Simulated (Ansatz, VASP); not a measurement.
TaCd3: VASP beside Ansatz

Contents of INCAR:

```
SYSTEM = TaCd3
PREC = Accurate
ENCUT = 600
EDIFF = 1E-6
ISMEAR = -1
SIGMA = 0.15
LREAL = .False.
LASPH = .True.
NELM = 60
ALGO = Fast
ISIF = 3
LWAVE = .False.
LCHARG = .False.
GGA = PE
IBRION = 2
NSW = 80
EDIFFG = -0.001
```

Contents of KPOINTS:

```
Automatic mesh
0
Gamma
  10 10 10
  0 0 0
```

POSCAR

```
TaCd3
1.0
    4.2966265109      0.0000000000      0.0000000000
    0.0000000000      4.2966265109      0.0000000000
    0.0000000000      0.0000000000      4.2966265109
Ta Cd
1 3
Direct
    0.0000000000      0.0000000000      0.0000000000
    0.0000000000      0.5000000000      0.5000000000
    0.5000000000      0.0000000000      0.5000000000
    0.5000000000      0.5000000000      0.0000000000
```

Input for Ansatz:

```yaml
crystal:
  lattice:
    - [4.2966265113, 0.0, 0.0]
    - [0.0, 4.2966265113, 0.0]
    - [0.0, 0.0, 4.2966265113]
  atoms:
    - { symbol: Ta, position: [0.0, 0.0, 0.0] }
    - { symbol: Cd, position: [0.0, 0.5, 0.5] }
    - { symbol: Cd, position: [0.5, 0.0, 0.5] }
    - { symbol: Cd, position: [0.5, 0.5, 0.0] }
basis:
  ecutwfc: 420
kpoints:
  mp_grid: { grid: [10, 10, 10] }
hamiltonian:
  xc: pbe
scf:
  occupations: { method: fermi_dirac, width: 0.15 }
output:
  forces: true
  stress: true
  eigenvalues: true
relax:
  adjacent_minimum: "off"
  f_tol: 0.001
  max_steps: 60
  cell: { stress_tol: 0.01 }
```

Alike in both runs: task relaxation of cell and atoms; functional PBE; k mesh 10 × 10 × 10; occupations fermi-dirac, width 0.15 eV; no spin polarisation.

|  | VASP | Ansatz |
| --- | --- | --- |
| version | VASP 6.6.1 | Ansatz 0.2.0 |
| potentials or method | VASP PAW PBE potentials, release 64 (Ta_pv, Cd), cutoff 600 eV | scalar-relativistic, plane waves, PAW |
| valence electrons in the cell | 47 | 73 |

```csv
,VASP,Ansatz,Ansatz less VASP
"gap on the k mesh at the Fermi level, each at its own relaxed structure (eV)",none,none,-
relaxed volume (Å³/atom),19.94,19.86,-0.075
relaxed cell length with the largest relative difference (Å),4.304,4.299,-0.0054
```

A gap of «none» marks a metal or a gap that the smearing closes. VASP's potentials hold 47 valence electrons a cell and Ansatz's 73, so a difference there can come from the potentials and not from the codes.

Spin-orbit coupling is off throughout.
